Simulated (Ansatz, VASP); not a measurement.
# Two plane-wave programs on Si2C

```xyz
6
Lattice="3.2320 0.0000 0.0000 -1.6160 2.7990 0.0000 0.0000 0.0000 8.6503" Properties=species:S:1:pos:R:3 pbc="T T T"
Si    0.0000    0.0000    3.1351
Si    0.0000    1.8660    0.6332
Si    0.0000    0.0000    5.5152
Si    1.6160    0.9330    8.0171
C     1.6160    0.9330    6.1145
C     0.0000    1.8660    2.5358
```

Alike in both runs: functional PBE; k mesh 6 × 6 × 2; occupations gaussian, width 0.1 eV; no spin polarisation.

Ansatz relaxed the structure, and its values are those at the end. VASP's run is a single point on that final structure, the one shown.

|  | VASP | Ansatz |
| --- | --- | --- |
| version | VASP 6.6.1 | Ansatz 0.2.0 |
| potentials or method | VASP PAW PBE potentials, release 64 (Si, C), cutoff 520 eV | scalar-relativistic, plane waves, PAW |
| valence electrons in the cell | 24 | 24 |

```csv
,VASP,Ansatz,Ansatz less VASP
gap on the k mesh at the Fermi level (eV),none,none,-
pressure (GPa),-0.2,-0.2,+0.06
rms of the force components (eV/Å),0.009,0.004,-0.0049
```

A gap of «none» marks a metal or a gap that the smearing closes. With one functional, cell and mesh, what is left measures potentials, basis and numerics.

The k mesh is coarse, so the values compare programs but aren't converged.
